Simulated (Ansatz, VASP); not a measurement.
**Two plane-wave programs on GaO3**

```
CELL_PARAMETERS angstrom
-1.39596 1.39596 4.70717
1.39596 -1.39596 4.70717
1.39596 1.39596 -4.70717
ATOMIC_POSITIONS crystal
Ga 0.00000 0.00000 0.00000
O 0.50000 0.50000 0.00000
O 0.25000 0.75000 0.50000
O 0.75000 0.25000 0.50000
```

Alike in both runs: functional PBE; k mesh 22 × 22 × 22; occupations gaussian, width 0.1 eV; no spin polarisation.

Ansatz relaxed the structure, and its values are those at the end. VASP's run is a single point on that final structure, the one shown.

|  | VASP | Ansatz |
| --- | --- | --- |
| version | VASP 6.6.1 | Ansatz 0.2.0 |
| potentials or method | VASP PAW PBE potentials, release 64 (Ga_d, O), cutoff 520 eV | scalar-relativistic, plane waves, PAW |
| valence electrons in the cell | 31 | 31 |

Ansatz gave:

| Quantity | Value |
| --- | --- |
| gap on the k mesh at the Fermi level (eV) | none |
| pressure (GPa) | 0.0 |

Question: Estimate VASP's values.

Answer: gap on the k mesh at the Fermi level (eV): none; pressure (GPa): 0.6.

A gap of «none» marks a metal or a gap that the smearing closes. The functional is the same, so the differences come from potentials, cutoffs and numerics.
